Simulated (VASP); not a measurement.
# SrO (Fm-3m) in VASP: notebook, part 3 of 3

VASP 6.6.1. Earlier steps stand in the parts before.

## Step 6: Single point, PBEsol

The input, INCAR:

```
PREC = Accurate
ENCUT = 520
EDIFF = 1E-7
ISMEAR = 0
SIGMA = 0.01
LREAL = F
LASPH = T
NELM = 80
ALGO = Normal
ISIF = 2
LWAVE = F
LCHARG = F
GGA = PS
NBANDS = 15
```

The input, KPOINTS:

```
regular mesh
0
Gamma
  6 6 6
```

The input, POSCAR:

```
SrO
1.0
    0.0000000000      2.5798927166      2.5798927166
    2.5798927166      0.0000000000      2.5798927166
    2.5798927166      2.5798927166      0.0000000000
Sr O
1 1
Direct
    0.5000000000      0.5000000000      0.5000000000
    0.0000000000      0.0000000000      0.0000000000
```

Potentials or basis: VASP PAW PBE potentials, release 64 (Sr_sv, O).

The run is started by

```console
$ cat potpaw_PBE.64/Sr_sv/POTCAR potpaw_PBE.64/O/POTCAR > POTCAR
$ mpirun -np 1 vasp_std > vasp.out
```

OUTCAR:

```text
PREC = Accurate
   ENCUT = 520
   EDIFF = 1E-7
   ISMEAR = 0
   LREAL = F
   LASPH = T
   NELM = 80
   ISIF = 2
   GGA = PS

 ion  position               nearest neighbor table
   1  0.500  0.500  0.500-   2 2.58   2 2.58   2 2.58   2 2.58   2 2.58   2 2.58
   2  0.000  0.000  0.000-   1 2.58   1 2.58   1 2.58   1 2.58   1 2.58   1 2.58

  LATTYP: Found a face centered cubic cell.
 ALAT       =     5.1597854332

  Lattice vectors:

 A1 = (   0.0000000000,   2.5798927166,   2.5798927166)
 A2 = (   2.5798927166,   0.0000000000,   2.5798927166)
 A3 = (   2.5798927166,   2.5798927166,   0.0000000000)

Analysis of symmetry for initial positions (statically):
=====================================================================
 Subroutine PRICEL returns:
 Original cell was already a primitive cell.

 Routine SETGRP: Setting up the symmetry group for a
 face centered cubic supercell.

 Subroutine GETGRP returns: Found 48 space group operations
 (whereof 48 operations were pure point group operations)
 out of a pool of 48 trial point group operations.

The static configuration has the point symmetry O_h .

Analysis of symmetry for dynamics (positions and initial velocities):
=====================================================================
 Subroutine PRICEL returns:
 Original cell was already a primitive cell.

 Routine SETGRP: Setting up the symmetry group for a
 face centered cubic supercell.

 Subroutine GETGRP returns: Found 48 space group operations
 (whereof 48 operations were pure point group operations)
 out of a pool of 48 trial point group operations.

The dynamic configuration has the point symmetry O_h .

 Subroutine INISYM returns: Found 48 space group operations
 (whereof 48 operations are pure point group operations),
 and found     1 'primitive' translations

----------------------------------------------------------------------------------------

                                     Primitive cell

  volume of cell :      34.3427

  direct lattice vectors                    reciprocal lattice vectors
     0.000000000  2.579892717  2.579892717    -0.193806509  0.193806509  0.193806509
     2.579892717  0.000000000  2.579892717     0.193806509 -0.193806509  0.193806509
     2.579892717  2.579892717  0.000000000     0.193806509  0.193806509 -0.193806509

  length of vectors
     3.648519269  3.648519269  3.648519269     0.335682720  0.335682720  0.335682720

  position of ions in fractional coordinates (direct lattice)
     0.500000000  0.500000000  0.500000000
     0.000000000  0.000000000  0.000000000

  ion indices of the primitive-cell ions
   primitive index   ion index
                 1           1
                 2           2

----------------------------------------------------------------------------------------

 KPOINTS: regular mesh

Automatic generation of k-mesh.
 Grid dimensions read from file:
 generate k-points for:    6    6    6

 Generating k-lattice:

  Cartesian coordinates                     Fractional coordinates (reciprocal lattice)
    -0.032301085  0.032301085  0.032301085     0.166666667  0.000000000  0.000000000
     0.032301085 -0.032301085  0.032301085     0.000000000  0.166666667  0.000000000
[... 32 lines left out ...]
   number of dos      NEDOS =    301   number of ions     NIONS =      2
   total plane-waves  NPLWV =  21952
   dimension x,y,z NGX =    28 NGY =   28 NGZ =   28
   dimension x,y,z NGXF=    56 NGYF=   56 NGZF=   56
   ions per type =               1   1
   NGX,Y,Z   is equivalent  to a cutoff of  12.76, 12.76, 12.76 a.u.
   NGXF,Y,Z  is equivalent  to a cutoff of  25.52, 25.52, 25.52 a.u.
 SYSTEM =  unknown system
   PREC   = accura    normal or accurate (medium, high low for compatibility)
   ISTART =      0    job   : 0-new  1-cont  2-samecut
   ICHARG =      2    charge: 1-file 2-atom 10-const
   ISPIN  =      1    spin polarized calculation?
   LNONCOLLINEAR =      F non collinear calculations
   LSORBIT =      F    spin-orbit coupling
   LASPH  =      T    aspherical Exc in radial PAW
   ENCUT  =  520.0 eV  38.22 Ry    6.18 a.u.   6.78  6.78  6.78*2*pi/ulx,y,z
   NELM   =     80;   NELMIN=  2; NELMDL= -5     # of ELM steps
   EDIFF  = 0.1E-06   stopping-criterion for ELM
   LREAL  =      F    real-space projection
   EDIFFG = 0.1E-05   stopping-criterion for IOM
   NSW    =      0    number of steps for IOM
   IBRION =     -1    ionic relax: 0-MD 1-quasi-New 2-CG
   NFREE  =      0    steps in history (QN), initial steepest desc. (CG)
   ISIF   =      2    stress and relaxation
   ISYM   =      2    0-nonsym 1-usesym 2-fastsym
   POTIM  = 0.5000    time-step for ionic-motion
   TEBEG  =    0.0;   TEEND  =   0.0 temperature during run
   PSTRESS=    0.0 pullay stress
   NELECT =      16.0000    total number of electrons
   NUPDOWN=      -1.0000    fix difference up-down
   EMIN   =  10.00;   EMAX   =-10.00  energy-range for DOS
   EFERMI =   0.00;   METHOD = LEGACY
   ISMEAR =     0;   SIGMA  =   0.01  broadening in eV -4-tet -1-fermi 0-gaus
   EFERMI_NEDOS =   21; number of points for ismear=-14 and -15
   IALGO  =     38    algorithm
   IMIX   =      4    mixing-type and parameters
     AMIX     =   0.40;   BMIX     =  1.00
     AMIX_MAG =   1.60;   BMIX_MAG =  1.00
  volume/ion in A,a.u.               =      17.17       115.88
  Fermi-wavevector in a.u.,A,eV,Ry     =   1.269121  2.398292 21.914485  1.610669
  Thomas-Fermi vector in A             =   2.402180
   LORBIT       =      0    0 simple, 1 ext, 2 COOP (PROOUT), +10 PAW based schemes
   GGA     = PS    functional components
   LHFCALC =     F    Hartree Fock is set to
   AEXX    =    0.0000 exact exchange contribution
   IVDW    =     0    specifies the selected vdW correction
   LEPSILON=     F    determine dielectric tensor
   LRPA    =     F    only Hartree local field effects (RPA)
 non-spin polarized calculation
 Gauss-broadening in eV      SIGMA  =   0.01
  energy-cutoff  :      520.00
  volume of cell :       34.34
 maximum number of plane-waves:       941
   NGX = 13   NGY = 13   NGZ = 13

 number of electron      15.9999998 magnetization

 Free energy of the ion-electron system (eV)
  ---------------------------------------------------
  ext. energy  EPLUGINS =         0.00000000
  ---------------------------------------------------
  free energy    TOTEN  =       -12.63775941 eV

  energy without entropy =      -12.63775941  energy(sigma->0) =      -12.63775941

 E-fermi :   1.5379     XC(G=0): -10.2275

 val. band max:        1.4404283624   @ k =   0.0000   0.0000   0.0000
 cond. band min:       4.6029896086   @ k =   0.5000   0.5000   0.0000
 fundamental gap:      3.1625612462
 Fermi energy:         1.5379363196

 k-point     1 :       0.0000    0.0000    0.0000
  band No.  band energies     occupation
      1     -30.8327      2.00000
      2     -13.5444      2.00000
      3     -12.4962      2.00000
      4     -12.4962      2.00000
      5     -12.4962      2.00000
      6       1.4404      2.00000
      7       1.4404      2.00000
      8       1.4404      2.00000
      9       5.1906      0.00000
     10       7.5805      0.00000
     11       7.5805      0.00000
     12       7.5805      0.00000
     13       9.7517      0.00000
     14       9.7517      0.00000
[... 257 lines left out ...]
      2     -14.0986      2.00000
      3     -13.3118      2.00000
      4     -13.0162      2.00000
      5     -12.0919      2.00000
      6       0.5505      2.00000
      7       0.9588      2.00000
      8       1.0873      2.00000
      9       5.9854      0.00000
     10       8.9006      0.00000
     11       9.8010      0.00000
     12      12.3834      0.00000
     13      12.5281      0.00000
     14      14.1555      0.00000
     15      14.7543      0.00000

------------------------ aborting loop because EDIFF is reached ----------------------------------------

  FORCE on cell =-STRESS in cart. coord.  units (eV):
  Direction    XX          YY          ZZ          XY          YZ          ZX
  --------------------------------------------------------------------------------------
  -------------------------------------------------------------------------------------
  Total       -0.2935413     -0.2935413     -0.2935413      0.0000000      0.0000000      0.0000000
  in kB      -13.6944567    -13.6944567    -13.6944567      0.0000000      0.0000000      0.0000000
  external PRESSURE =     -13.6944567 kB  Pullay stress =       0.0000000 kB

 VOLUME and BASIS-vectors are now :
 -----------------------------------------------------------------------------
  energy-cutoff  :      520.00
  volume of cell :       34.34
      direct lattice vectors                 reciprocal lattice vectors
     0.000000000  2.579892717  2.579892717    -0.193806509  0.193806509  0.193806509
     2.579892717  0.000000000  2.579892717     0.193806509 -0.193806509  0.193806509
     2.579892717  2.579892717  0.000000000     0.193806509  0.193806509 -0.193806509

 POSITION                                       TOTAL-FORCE (eV/Angst)
 -----------------------------------------------------------------------------------
      2.57989      2.57989      2.57989        -0.000000     -0.000000      0.000000
      0.00000      0.00000      0.00000         0.000000      0.000000     -0.000000
 -----------------------------------------------------------------------------------
    total drift:                                0.000000      0.000000      0.000000

  FREE ENERGIE OF THE ION-ELECTRON SYSTEM (eV)
  ---------------------------------------------------
  free  energy   TOTEN  =       -12.6377594059 eV

  energy  without entropy=      -12.6377594059  energy(sigma->0) =      -12.63775941
```

stdout:

```text
POSCAR found type information on POSCAR SrO
 POSCAR found :  2 types and       2 ions
 scaLAPACK will be used
 -----------------------------------------------------------------------------
|                                                                             |
|                                                                             |
|     You enforced a specific xc type in the INCAR file but a different       |
|     I HOPE YOU KNOW WHAT YOU ARE DOING!                                     |
|                                                                             |
 -----------------------------------------------------------------------------

 LDA part: xc-table for (Slater+PW92), standard interpolation
 POSCAR, INCAR and KPOINTS ok, starting setup
 FFT: planning ... GRIDC
 FFT: planning ... GRID_SOFT
 FFT: planning ... GRID
 WAVECAR not read
 entering main loop
```

Run time: 15 s. Hardware: 1 thread of AMD EPYC 7R43 (Zen 3), shared host; peak memory 0.12 GiB.

What came out:

* Free energy: -12.6378 eV
* Pressure: -1.4 GPa
* Band gap on the k mesh: 3.16 eV (least direct gap 3.26 eV)

Levels at points of the mesh, in eV from the valence-band top:
| k point | band 4 | band 5 | band 6 | band 7 | band 8 | band 9 | band 10 | band 11 | band 12 | band 13 |
| --- | --- | --- | --- | --- | --- | --- | --- | --- | --- | --- |
| (0.00, 0.00, 0.00) | -13.94 | -13.94 | 0.00 | 0.00 | 0.00 | 3.75 | 6.14 | 6.14 | 6.14 | 8.31 |
| (0.50, 0.00, 0.00) | -14.02 | -12.75 | -2.20 | -1.13 | -1.13 | 6.45 | 8.21 | 8.79 | 8.79 | 11.86 |
| (0.50, 0.50, 0.00) | -14.30 | -14.30 | -0.46 | -0.09 | -0.09 | 3.16 | 7.68 | 10.13 | 10.13 | 11.08 |

Caveat: the PAW data sets were made with another functional, which shifts forces and pressure a little.

## Step 7: Summary

```csv
level,k mesh,smearing,gap on the mesh (eV),pressure (GPa)
PBEsol,5 × 5 × 5,gaussian 0.01 eV,3.35,-1.4
PBEsol,6 × 6 × 6,gaussian 0.01 eV,3.16,-1.4
PBEsol+D4,6 × 6 × 6,gaussian 0.01 eV,3.16,-2.4
PBEsol,6 × 6 × 6,tetrahedron,3.16,-1.4
```

Alike in all rows: task single point; potentials or basis VASP PAW PBE potentials, release 64 (Sr_sv, O); no spin polarisation; cell as given; cutoff (eV) 520.

Caveats: some runs use coarse meshes; the PAW data sets were made with another functional, which shifts forces and pressure a little; an odd mesh through Γ misses points on the zone boundary, where band edges can lie (at least some runs).

Absolute energies hang on the potentials; compare differences alone.
